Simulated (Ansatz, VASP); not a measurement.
**One calculation of RbBaSi2, two programs**

The input INCAR:

```
SYSTEM = RbBaSi2
PREC = Accurate
ENCUT = 600
EDIFF = 1E-6
ISMEAR = 0
SIGMA = 0.1
LREAL = .False.
LASPH = .True.
NELM = 60
ALGO = Normal
ISIF = 3
LWAVE = .False.
LCHARG = .False.
GGA = PE
IBRION = 2
NSW = 90
EDIFFG = -0.04
```

KPOINTS

```
regular mesh
0
Gamma
  6 6 4
  0 0 0
```

The input POSCAR:

```
RbBaSi2
1.0
    4.5592064000      0.0000000000      0.0000000000
   -2.2796032000      3.9483885600      0.0000000000
    0.0000000000      0.0000000000      6.8069360500
Rb Ba Si
1 1 2
Direct
    0.0000000000      0.0000000000      0.0000000000
    0.0000000000      0.0000000000      0.5000000000
    0.3333333300      0.6666666700      0.5000000000
    0.6666666700      0.3333333300      0.5000000000
```

Input for Ansatz:

```yaml
crystal:
  lattice:
    - [4.5592064, 0.0, 0.0]
    - [-2.2796032, 3.94838856, 0.0]
    - [0.0, 0.0, 6.80693605]
  atoms:
    - { symbol: Rb, position: [0.0, 0.0, 0.0] }
    - { symbol: Ba, position: [0.0, 0.0, 0.5] }
    - { symbol: Si, position: [0.33333333, 0.66666667, 0.5] }
    - { symbol: Si, position: [0.66666667, 0.33333333, 0.5] }
basis:
  ecutwfc: 420
kpoints:
  mp_grid: { grid: [6, 6, 4] }
hamiltonian:
  xc: pbe
scf:
  occupations: { method: gaussian, width: 0.1 }
  lower_state_search: "off"
output:
  forces: true
  stress: true
  eigenvalues: true
relax:
  adjacent_minimum: "off"
  f_tol: 0.04
  max_steps: 70
  cell: { stress_tol: 0.4 }
```

Alike in both runs: task relaxation of cell and atoms; functional PBE; k mesh 6 × 6 × 4; occupations gaussian, width 0.1 eV; no spin polarisation.

|  | VASP | Ansatz |
| --- | --- | --- |
| version | VASP 6.6.1 | Ansatz 0.2.0 |
| potentials or method | VASP PAW PBE potentials, release 64 (Rb_sv, Ba_sv, Si), cutoff 600 eV | scalar-relativistic, plane waves, PAW |
| valence electrons in the cell | 27 | 27 |

Ansatz gave:

- gap on the k mesh at the Fermi level, each at its own relaxed structure (eV): none
- relaxed volume (Å³/atom): 47.02
- relaxed length of the cell vector where the two differ most in proportion (Å): 5.335

**Question.** Estimate VASP's values.

**Answer.** gap on the k mesh at the Fermi level, each at its own relaxed structure (eV): none; relaxed volume (Å³/atom): 48.61; relaxed length of the cell vector where the two differ most in proportion (Å): 5.395.

A gap of «none» marks a metal or a gap that the smearing closes.

Neither program's run includes spin-orbit coupling. Noted on VASP's run: the volume moved by over 15 % at a fixed basis, so the end points are rough.
